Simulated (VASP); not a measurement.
## LiSi16 (a cell with a defect): single point with PBEsol

LiSi16 (a cell with a defect):

```
CELL_PARAMETERS angstrom
0.00000 5.43000 5.43000
5.43000 0.00000 5.43000
5.43000 5.43000 0.00000
ATOMIC_POSITIONS crystal
Si 0.59796 0.83076 0.84805
Si 0.37363 0.11576 0.97965
Si 0.92897 0.11398 0.49083
Si 0.27833 0.20933 0.56760
Si 0.00436 0.48247 0.00291
Si 0.89900 0.47682 0.37395
Si 0.62868 0.69715 0.54931
Si 0.00998 0.55440 0.58440
Si 0.46998 0.35070 0.02834
Si 0.86901 0.20184 0.05613
Si 0.32976 0.98134 0.33554
Si 0.64372 0.05613 0.39634
Si 0.23163 0.67073 0.08052
Si 0.45915 0.66017 0.25755
Si 0.36764 0.44613 0.68775
Si 0.83757 0.25144 0.72838
Li 0.03913 0.84835 0.87782
```

| Property | Result |
| --- | --- |
| Program | VASP 6.6.1 |
| Task | single point |
| Functional | PBEsol |
| Potentials or basis | VASP PAW PBE potentials, release 64 (Si, Li_sv) |
| Cutoff | 520 eV |
| k mesh | 2 × 2 × 2 |
| Occupations | fermi-dirac, width 0.02 eV |
| Spin | no spin polarisation |
| Dipole correction | no |
| Charge | 1 |
| Further INCAR settings | LREAL = Auto; ALGO = Normal; EDIFF = 1e-07; NBANDS = 48; NELECT = 66.0 |

```
Largest force : 2.813 eV/Å
```

Forces on the atoms (eV/Å):
```
Si  -1.260 -0.143 -0.300
Si   0.277 -1.173  0.365
Si  -1.981 -0.642 -0.972
Si   0.362  0.065 -0.338
Si  -0.885 -0.310 -0.997
Si  -1.814 -0.807  1.502
Si   1.721 -0.375 -0.270
Si   0.097  0.145  0.212
Si  -0.952  0.877 -0.051
Si   0.341 -0.318  0.669
Si   0.973  0.673 -0.400
Si  -0.019  0.692  0.404
Si   0.852  2.658  0.153
Si  -0.079 -0.014 -0.418
Si  -0.076 -0.418  0.332
Si   2.572  1.126 -0.177
Li  -0.129 -2.036  0.284
```

Levels at points of the mesh, in eV from the Fermi level:
```tsv
k point	band 30	band 31	band 32	band 33	band 34	band 35	band 36	band 37
(0.00, 0.00, 0.00)	-0.43	-0.25	-0.05	0.15	0.31	0.51	0.59	0.78
(0.50, 0.00, 0.00)	-1.01	-0.92	-0.54	-0.26	0.19	0.53	0.88	0.96
(0.00, 0.50, 0.00)	-0.95	-0.53	-0.21	-0.18	0.10	0.30	0.57	0.87
(0.00, 0.00, 0.50)	-1.17	-0.51	-0.33	-0.12	0.06	0.53	0.68	1.16
(0.50, 0.50, 0.50)	-0.79	-0.56	-0.37	-0.08	0.00	0.52	0.67	0.97
(0.50, 0.50, 0.00)	-0.84	-0.68	-0.38	-0.08	-0.01	0.44	0.53	1.02
(0.00, 0.50, 0.50)	-0.94	-0.60	-0.58	-0.22	0.08	0.42	0.57	0.82
(0.50, 0.00, 0.50)	-0.93	-0.49	-0.31	-0.13	0.13	0.48	0.61	1.02
```

Run time: 3.4 min on 1 thread of AMD EPYC 7R43 64-Core Processor (Zen 3), on a shared host, peak memory 0.44 GiB.

Caveat: the k points lie up to 0.50 Å⁻¹ apart; the cell carries a net charge on a neutralising background, which shifts energy and pressure; the cell is charged against a uniform background, so pressure and absolute levels hang on convention; the PAW data sets were made with another functional, which shifts forces and pressure a little.
